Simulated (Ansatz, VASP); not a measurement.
GaN: VASP beside Ansatz

Contents of POSCAR:

```
GaN
1.0
    4.4978735345      0.0000000000      0.0000000000
    0.0000000000     -4.4978735345      0.0000000000
    0.0000000000      0.0000000000     -4.4978735345
Ga N
4 4
Direct
   -0.0192541075     -0.0192541075     -0.0192541075
    0.5000000000      0.5000000000      0.0000000000
    0.5000000000      0.0000000000      0.5000000000
    0.0000000000      0.5000000000      0.5000000000
    0.7500000000      0.7500000000      0.7500000000
    0.2500000000      0.2500000000      0.7500000000
    0.2500000000      0.7500000000      0.2500000000
    0.7500000000      0.2500000000      0.2500000000
```

The input INCAR.step1:

```
SYSTEM = GaN
  PREC = Accurate
  ENCUT = 520
  ISMEAR = 0
  SIGMA = 0.05
  LREAL = .FALSE.
  LASPH = .TRUE.
  NELM = 100
  NBANDS = 46
  GGA = PE
  ALGO = Normal
  EDIFF = 1E-4
  LWAVE = .TRUE.
  LCHARG = .FALSE.
```

Contents of INCAR.step2:

```
SYSTEM = GaN
  PREC = Accurate
  ENCUT = 520
  EDIFF = 1E-7
  ISMEAR = 0
  SIGMA = 0.05
  LREAL = .FALSE.
  LASPH = .TRUE.
  NELM = 100
  ALGO = Normal
  ISIF = 2
  LWAVE = .FALSE.
  LCHARG = .FALSE.
  METAGGA = R2SCAN
  LMIXTAU = .TRUE.
  NBANDS = 46
  ISTART = 1
```

File KPOINTS:

```
regular mesh
0
G
  6 6 6
  0 0 0
```

Input for Ansatz:

```yaml
crystal:
  lattice:
    - [4.4978735345, 0.0, 0.0]
    - [0.0, -4.4978735345, 0.0]
    - [0.0, 0.0, -4.4978735345]
  atoms:
    - { symbol: Ga, position: [-0.0192541075, -0.0192541075, -0.0192541075] }
    - { symbol: Ga, position: [0.5, 0.5, 0.0] }
    - { symbol: Ga, position: [0.5, 0.0, 0.5] }
    - { symbol: Ga, position: [0.0, 0.5, 0.5] }
    - { symbol: "N", position: [0.75, 0.75, 0.75] }
    - { symbol: "N", position: [0.25, 0.25, 0.75] }
    - { symbol: "N", position: [0.25, 0.75, 0.25] }
    - { symbol: "N", position: [0.75, 0.25, 0.25] }
basis:
  ecutwfc: 500
kpoints:
  mp_grid: { grid: [6, 6, 6] }
hamiltonian:
  xc: r2scan
scf:
  occupations: { method: gaussian, width: 0.05 }
output:
  forces: true
  stress: true
  eigenvalues: true
```

Alike in both runs: task single point; functional r2SCAN; k mesh 6 × 6 × 6; occupations gaussian, width 0.05 eV; no spin polarisation.

```csv
,VASP,Ansatz
version,VASP 6.6.1,Ansatz 0.2.0
potentials or method,"VASP PAW PBE potentials, release 64 (Ga_d, N), cutoff 520 eV","scalar-relativistic, plane waves, PAW"
valence electrons in the cell,72,72
```

|  | VASP | Ansatz | Ansatz less VASP |
| --- | --- | --- | --- |
| gap on the k mesh at the Fermi level (eV) | 2.08 | 2.08 | +0.009 |
| least direct gap on the mesh (eV) | 2.08 | 2.08 | +0.009 |
| pressure (GPa) | 1.9 | 0.9 | -0.99 |
| traceless stress, the component that is largest in VASP (GPa) | -2.03 | -1.97 | +0.063 |
| rms of the force components (eV/Å) | 0.893 | 0.881 | -0.0127 |

VASP's potentials were made for PBE, not for r2SCAN. Atom by atom the forces differ by 0.013 eV/Å (rms over components).
